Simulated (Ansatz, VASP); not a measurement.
## NaAl2 in VASP and in Ansatz

```
Na Al
1.0
     5.05091    0.00000    0.00000
    -2.52545    4.37422    0.00000
     0.00000    0.00000    2.78613
Na Al
1 2
Direct
  0.66667 0.33333 0.50000
  0.00000 0.00000 0.00000
  0.33333 0.66667 0.50000
```

Alike in both runs: functional PBE; k mesh 6 × 6 × 6; occupations gaussian, width 0.1 eV; no spin polarisation.

Ansatz relaxed the structure, and its values are those at the end. VASP's run is a single point on that final structure, the one shown.

```csv
,VASP,Ansatz
version,VASP 6.6.1,Ansatz 0.2.0
potentials or method,"VASP PAW PBE potentials, release 64 (Na_pv, Al), cutoff 500 eV","scalar-relativistic, plane waves, PAW"
valence electrons in the cell,13,15
```

|  | VASP | Ansatz | Ansatz less VASP |
| --- | --- | --- | --- |
| gap on the k mesh at the Fermi level (eV) | none | none | - |
| pressure (GPa) | 0.0 | 0.0 | -0.01 |

A gap of «none» marks a metal or a gap that the smearing closes. The functional is the same, so the differences come from potentials, cutoffs and numerics. VASP's potentials hold 13 valence electrons a cell and Ansatz's 15, so a difference there can come from the potentials and not from the codes.

The k mesh is coarse, so the values compare programs but aren't converged.
